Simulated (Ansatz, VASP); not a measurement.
## Two plane-wave programs on CSO

```
CELL_PARAMETERS angstrom
8.65083 0.00000 0.00000
0.00000 8.65083 0.00000
0.00000 0.00000 8.65083
ATOMIC_POSITIONS crystal
O 0.42038 0.17366 0.33085
O 0.51093 0.53334 0.35119
O 0.51156 0.85321 0.52612
O 0.01718 0.87075 0.08240
O 0.50533 0.40738 0.99606
O 0.27942 0.42465 0.61748
C 0.30321 0.22292 0.28871
C 0.59038 0.49170 0.45074
C 0.37818 0.85189 0.51361
C 0.91810 0.88640 0.17143
C 0.49007 0.53930 0.97841
C 0.18487 0.46336 0.70419
S 0.14551 0.28847 0.23213
S 0.69746 0.43606 0.58424
S 0.19870 0.85021 0.49804
S 0.78455 0.90639 0.29093
S 0.46966 0.71636 0.95369
S 0.05827 0.51623 0.82053
```

Alike in both runs: functional r2SCAN; dispersion D3(BJ); k mesh 1 × 1 × 1; occupations fermi-dirac, width 0.05 eV; no spin polarisation.

Ansatz relaxed the structure, and its values are those at the end. VASP's run is a single point on that final structure, the one shown.

|  | VASP | Ansatz |
| --- | --- | --- |
| version | VASP 6.6.1 | Ansatz 0.2.0 |
| potentials or method | VASP PAW PBE potentials, release 64 (O_h, C_h, S), cutoff 1100 eV | scalar-relativistic, plane waves, PAW |
| valence electrons in the cell | 96 | 96 |

Ansatz gave:

| Quantity | Value |
| --- | --- |
| rms of the force components (eV/Å) | 0.030 |

Question: Estimate VASP's values.

Answer: rms of the force components (eV/Å): 0.131.

VASP's potentials were made for PBE, not for r2SCAN. One of these differences is far larger than is usual between the two programs; its cause wasn't traced. Ansatz's warnings: dispersion damping borrowed.
